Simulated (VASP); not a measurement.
# Cu (Fm-3m) in VASP: a series of runs, part 2 of 2

VASP 6.6.1.

## (4) Single point, PBEsol (strain +0.025 along x and y, +0.025 along z)

Input file INCAR:

```
PREC     = Accurate       # precision mode
ENCUT    = 520            # plane-wave cutoff, eV
EDIFF    = 1E-6           # SCF threshold, eV
ISMEAR   = 0              # smearing method
SIGMA    = 0.15           # smearing width, eV
LREAL    = F              # projectors in reciprocal space
LASPH    = T              # aspherical terms in the spheres
NELM     = 80             # most SCF steps
ALGO     = Normal         # electronic algorithm
ISIF     = 2              # what is computed and relaxed
LWAVE    = F              # write WAVECAR
LCHARG   = F              # write CHGCAR
GGA      = PS             # functional
NBANDS   = 12             # bands
```

Input file KPOINTS:

```
regular mesh
0
Gamma
  28 28 28
```

Input file POSCAR:

```
Cu
1.0
    0.0000000000      1.8262281590      1.8262281590
    1.8262281590      0.0000000000      1.8262281590
    1.8262281590      1.8262281590      0.0000000000
Cu
1
Direct
    0.0000000000      0.0000000000      0.0000000000
```

Potentials or basis: VASP PAW PBE potentials, release 64 (Cu).

The run is started by

```sh
> cat potpaw_PBE.64/Cu/POTCAR > POTCAR
> mpirun -np 1 vasp_std > vasp.out
```

OUTCAR:

```text
PREC = Accurate
   ENCUT = 520
   EDIFF = 1E-6
   ISMEAR = 0
   LREAL = F
   LASPH = T
   NELM = 80
   ISIF = 2
   GGA = PS

 ion  position               nearest neighbor table
   1  0.000  0.000  0.000-

  LATTYP: Found a face centered cubic cell.
 ALAT       =     3.6524563180

  Lattice vectors:

 A1 = (   0.0000000000,   1.8262281590,   1.8262281590)
 A2 = (   1.8262281590,   0.0000000000,   1.8262281590)
 A3 = (   1.8262281590,   1.8262281590,   0.0000000000)

Analysis of symmetry for initial positions (statically):
=====================================================================
 Subroutine PRICEL returns:
 Original cell was already a primitive cell.

 Routine SETGRP: Setting up the symmetry group for a
 face centered cubic supercell.

 Subroutine GETGRP returns: Found 48 space group operations
 (whereof 48 operations were pure point group operations)
 out of a pool of 48 trial point group operations.

The static configuration has the point symmetry O_h .

Analysis of symmetry for dynamics (positions and initial velocities):
=====================================================================
 Subroutine PRICEL returns:
 Original cell was already a primitive cell.

 Routine SETGRP: Setting up the symmetry group for a
 face centered cubic supercell.

 Subroutine GETGRP returns: Found 48 space group operations
 (whereof 48 operations were pure point group operations)
 out of a pool of 48 trial point group operations.

The dynamic configuration has the point symmetry O_h .

 Subroutine INISYM returns: Found 48 space group operations
 (whereof 48 operations are pure point group operations),
 and found     1 'primitive' translations

----------------------------------------------------------------------------------------

                                     Primitive cell

  volume of cell :      12.1813

  direct lattice vectors                    reciprocal lattice vectors
     0.000000000  1.826228159  1.826228159    -0.273788353  0.273788353  0.273788353
     1.826228159  0.000000000  1.826228159     0.273788353 -0.273788353  0.273788353
     1.826228159  1.826228159  0.000000000     0.273788353  0.273788353 -0.273788353

  length of vectors
     2.582676630  2.582676630  2.582676630     0.474215338  0.474215338  0.474215338

  position of ions in fractional coordinates (direct lattice)
     0.000000000  0.000000000  0.000000000

  ion indices of the primitive-cell ions
   primitive index   ion index
                 1           1

----------------------------------------------------------------------------------------

 KPOINTS: regular mesh

Automatic generation of k-mesh.
 Grid dimensions read from file:
 generate k-points for:   28   28   28

 Generating k-lattice:

  Cartesian coordinates                     Fractional coordinates (reciprocal lattice)
    -0.009778155  0.009778155  0.009778155     0.035714286  0.000000000  0.000000000
     0.009778155 -0.009778155  0.009778155     0.000000000  0.035714286  0.000000000
     0.009778155  0.009778155 -0.009778155     0.000000000  0.000000000  0.035714286

  Length of vectors
     0.016936262  0.016936262  0.016936262

  Shift w.r.t. Gamma in fractional coordinates (k-lattice)
     0.000000000  0.000000000  0.000000000

 Subroutine IBZKPT returns following result:
 ===========================================

 Found    624 irreducible k-points:

 Following reciprocal coordinates:
            Coordinates               Weight
  0.000000  0.000000  0.000000      1.000000
  0.035714  0.000000  0.000000      8.000000
  0.071429  0.000000  0.000000      8.000000
  0.107143  0.000000  0.000000      8.000000
  0.142857  0.000000  0.000000      8.000000
  0.178571  0.000000  0.000000      8.000000
[... 16 lines left out ...]
  0.285714  0.035714  0.000000     24.000000
  0.321429  0.035714  0.000000     24.000000
 [... further k-points ...]
   k-points           NKPTS =    624   k-points in BZ     NKDIM =    624   number of bands    NBANDS=     12
   number of dos      NEDOS =    301   number of ions     NIONS =      1
   total plane-waves  NPLWV =   8000
   dimension x,y,z NGX =    20 NGY =   20 NGZ =   20
   dimension x,y,z NGXF=    40 NGYF=   40 NGZF=   40
   ions per type =               1
   NGX,Y,Z   is equivalent  to a cutoff of  12.87, 12.87, 12.87 a.u.
   NGXF,Y,Z  is equivalent  to a cutoff of  25.75, 25.75, 25.75 a.u.
 SYSTEM =  unknown system
   PREC   = accura    normal or accurate (medium, high low for compatibility)
   ISTART =      0    job   : 0-new  1-cont  2-samecut
   ICHARG =      2    charge: 1-file 2-atom 10-const
   ISPIN  =      1    spin polarized calculation?
   LNONCOLLINEAR =      F non collinear calculations
   LSORBIT =      F    spin-orbit coupling
   LASPH  =      T    aspherical Exc in radial PAW
   ENCUT  =  520.0 eV  38.22 Ry    6.18 a.u.   4.80  4.80  4.80*2*pi/ulx,y,z
   NELM   =     80;   NELMIN=  2; NELMDL= -5     # of ELM steps
   EDIFF  = 0.1E-05   stopping-criterion for ELM
   LREAL  =      F    real-space projection
   EDIFFG = 0.1E-04   stopping-criterion for IOM
   NSW    =      0    number of steps for IOM
   IBRION =     -1    ionic relax: 0-MD 1-quasi-New 2-CG
   NFREE  =      0    steps in history (QN), initial steepest desc. (CG)
   ISIF   =      2    stress and relaxation
   ISYM   =      2    0-nonsym 1-usesym 2-fastsym
   POTIM  = 0.5000    time-step for ionic-motion
   TEBEG  =    0.0;   TEEND  =   0.0 temperature during run
   PSTRESS=    0.0 pullay stress
   NELECT =      11.0000    total number of electrons
   NUPDOWN=      -1.0000    fix difference up-down
   EMIN   =  10.00;   EMAX   =-10.00  energy-range for DOS
   EFERMI =   0.00;   METHOD = LEGACY
   ISMEAR =     0;   SIGMA  =   0.15  broadening in eV -4-tet -1-fermi 0-gaus
   EFERMI_NEDOS =   21; number of points for ismear=-14 and -15
   IALGO  =     38    algorithm
   IMIX   =      4    mixing-type and parameters
     AMIX     =   0.40;   BMIX     =  1.00
     AMIX_MAG =   1.60;   BMIX_MAG =  1.00
  volume/ion in A,a.u.               =      12.18        82.20
  Fermi-wavevector in a.u.,A,eV,Ry     =   1.582368  2.990241 34.067450  2.503887
  Thomas-Fermi vector in A             =   2.682301
   LORBIT       =      0    0 simple, 1 ext, 2 COOP (PROOUT), +10 PAW based schemes
   GGA     = PS    functional components
   LHFCALC =     F    Hartree Fock is set to
   AEXX    =    0.0000 exact exchange contribution
   IVDW    =     0    specifies the selected vdW correction
   LEPSILON=     F    determine dielectric tensor
   LRPA    =     F    only Hartree local field effects (RPA)
 non-spin polarized calculation
 Gauss-broadening in eV      SIGMA  =   0.15
  energy-cutoff  :      520.00
  volume of cell :       12.18
 maximum number of plane-waves:       342
   NGX =  9   NGY =  9   NGZ =  9

 number of electron      10.9999992 magnetization

 Free energy of the ion-electron system (eV)
  ---------------------------------------------------
  ext. energy  EPLUGINS =         0.00000000
  ---------------------------------------------------
  free energy    TOTEN  =        -4.28457869 eV

  energy without entropy =       -4.28160629  energy(sigma->0) =       -4.28309249

 E-fermi :   7.0309     XC(G=0): -12.7284

 val. band max:        7.0286602982   @ k =  -0.4643   0.1071   0.0357
 cond. band min:       7.0749330690   @ k =   0.5000   0.3571   0.1429
 fundamental gap:      0.0462727707
 Fermi energy:         7.0309334123

 k-point     1 :       0.0000    0.0000    0.0000
  band No.  band energies     occupation
      1      -2.1304      2.00000
      2       4.0902      2.00000
      3       4.0902      2.00000
      4       4.0902      2.00000
      5       4.8831      2.00000
      6       4.8831      2.00000
      7      29.3586      0.00000
      8      31.7344      0.00000
      9      31.7344      0.00000
     10      31.7344      0.00000
     11      34.1920      0.00000
     12      34.1920      0.00000

 k-point     2 :       0.0357    0.0000    0.0000
  band No.  band energies     occupation
      1      -2.0849      2.00000
      2       4.0806      2.00000
      3       4.0988      2.00000
      4       4.0988      2.00000
      5       4.8796      2.00000
      6       4.8796      2.00000
      7      29.1248      0.00000
      8      30.9457      0.00000
      9      31.5664      0.00000
     10      31.5664      0.00000
     11      34.4268      0.00000
     12      34.4269      0.00000
[... 316 lines left out ...]
 k-point    24 :       0.3214    0.0357    0.0000
  band No.  band energies     occupation
      1       0.8842      2.00000
      2       3.9293      2.00000
      3       4.1850      2.00000
      4       4.2108      2.00000
      5       5.0828      2.00000
      6       5.1611      2.00000
      7      16.4686      0.00000
      8      27.9004      0.00000
      9      28.2442      0.00000
     10      30.1107      0.00000
     11      32.8551      0.00000
     12      34.6297      0.00000

 [... further k-points ...]
[... 5 lines left out ...]
  --------------------------------------------------------------------------------------
  -------------------------------------------------------------------------------------
  Total       -0.7346146     -0.7346146     -0.7346146     -0.0000000      0.0000000     -0.0000000
  in kB      -96.6217854    -96.6217854    -96.6217854     -0.0000000      0.0000000     -0.0000000
  external PRESSURE =     -96.6217854 kB  Pullay stress =       0.0000000 kB

 VOLUME and BASIS-vectors are now :
 -----------------------------------------------------------------------------
  energy-cutoff  :      520.00
  volume of cell :       12.18
      direct lattice vectors                 reciprocal lattice vectors
     0.000000000  1.826228159  1.826228159    -0.273788353  0.273788353  0.273788353
     1.826228159  0.000000000  1.826228159     0.273788353 -0.273788353  0.273788353
     1.826228159  1.826228159  0.000000000     0.273788353  0.273788353 -0.273788353

 POSITION                                       TOTAL-FORCE (eV/Angst)
 -----------------------------------------------------------------------------------
      0.00000      0.00000      0.00000        -0.000000      0.000000      0.000000
 -----------------------------------------------------------------------------------
    total drift:                                0.000000      0.000000      0.000000

  FREE ENERGIE OF THE ION-ELECTRON SYSTEM (eV)
  ---------------------------------------------------
  free  energy   TOTEN  =        -4.2845786851 eV

  energy  without entropy=       -4.2816062880  energy(sigma->0) =       -4.28309249
```

It used 82 s of CPU time on 1 thread of Intel(R) Xeon(R) Platinum 8175M CPU @ 2.50GHz (Skylake/Cascade Lake), with other jobs on the host.

What came out:

| Item | Value |
| --- | --- |
| Free energy | -4.2846 eV |
| Pressure | -9.7 GPa |
| Band gap on the k mesh | zero (an odd number of electrons rules out a gap without spin polarisation) |

Levels at points of the mesh, in eV from the Fermi level:
| k point | band 2 | band 3 | band 4 | band 5 | band 6 | band 7 | band 8 | band 9 | band 10 | band 11 |
| --- | --- | --- | --- | --- | --- | --- | --- | --- | --- | --- |
| (0.00, 0.00, 0.00) | -2.94 | -2.94 | -2.94 | -2.15 | -2.15 | 22.33 | 24.70 | 24.70 | 24.70 | 27.16 |
| (0.50, 0.00, 0.00) | -2.97 | -2.97 | -1.61 | -1.61 | -0.96 | 3.58 | 20.83 | 21.53 | 21.53 | 24.59 |
| (0.50, 0.50, 0.00) | -4.27 | -1.62 | -1.47 | -1.47 | 1.47 | 6.87 | 12.79 | 12.79 | 17.23 | 19.73 |

Caveat: the cell differs from its parent crystal (strain +0.025 along x and y, +0.025 along z); the cell stands under tension; the PAW data sets were made with another functional, which shifts forces and pressure a little.

## (5) Single point, PBEsol (strain +0.050 along x and y, +0.050 along z)

Input file INCAR:

```
PREC = Accurate ; ENCUT = 520
EDIFF = 1E-6 ; ISMEAR = 0
SIGMA = 0.15 ; LREAL = F
LASPH = T ; NELM = 80
ALGO = Normal ; ISIF = 2
LWAVE = F ; LCHARG = F
GGA = PS ; NBANDS = 12
```

Input file KPOINTS:

```
Automatic mesh
0
Gamma
  28 28 28
```

Input file POSCAR:

```
Cu
1.0
    0.0000000000      1.8707703092      1.8707703092
    1.8707703092      0.0000000000      1.8707703092
    1.8707703092      1.8707703092      0.0000000000
Cu
1
Direct
    0.0000000000      0.0000000000      0.0000000000
```

The run is started by

```sh
> cat potpaw_PBE.64/Cu/POTCAR > POTCAR
> mpirun -np 1 vasp_std > vasp.out
```

It used 82 s of CPU time on 1 thread of Intel(R) Xeon(R) Platinum 8175M CPU @ 2.50GHz (Skylake/Cascade Lake), on a shared host.

The run converged. Its results:

- Free energy: -4.2093 eV
- Pressure: -16.4 GPa
- Band gap on the k mesh: zero (an odd number of electrons rules out a gap without spin polarisation)

Levels at points of the mesh, in eV from the Fermi level:
```
           k point  band 3  band 4  band 5  band 6  band 7  band 8  band 9  band 10
(0.00, 0.00, 0.00)   -2.74   -2.74   -2.03   -2.03   21.74   23.58   23.58    23.58
(0.50, 0.00, 0.00)   -2.76   -1.54   -1.54   -0.75    3.24   20.28   20.45    20.45
(0.50, 0.50, 0.00)   -1.56   -1.42   -1.42    1.53    6.39   12.25   12.25    16.52
```

Caveat: the cell differs from its parent crystal (strain +0.050 along x and y, +0.050 along z); the cell stands under tension; the PAW data sets were made with another functional, which shifts forces and pressure a little.

## (6) The runs side by side

| cell | gap on the mesh (eV) | pressure (GPa) |
| --- | --- | --- |
| a = 2.394 Å, angles 60.0°, 1 atom | none | 38.7 |
| a = 2.457 Å, angles 60.0°, 1 atom | none | 16.2 |
| a = 2.583 Å, angles 60.0°, 1 atom | none | -9.7 |
| a = 2.646 Å, angles 60.0°, 1 atom | none | -16.4 |

Alike in all rows: task single point; level PBEsol; potentials or basis VASP PAW PBE potentials, release 64 (Cu); no spin polarisation; k mesh 28 × 28 × 28; cutoff (eV) 520; smearing gaussian 0.15 eV.

Caveats: the PAW data sets were made with another functional, which shifts forces and pressure a little; the cell stands under pressure (at least some runs); the cell stands under tension (at least some runs).

Absolute energies hang on the potentials; compare differences alone.
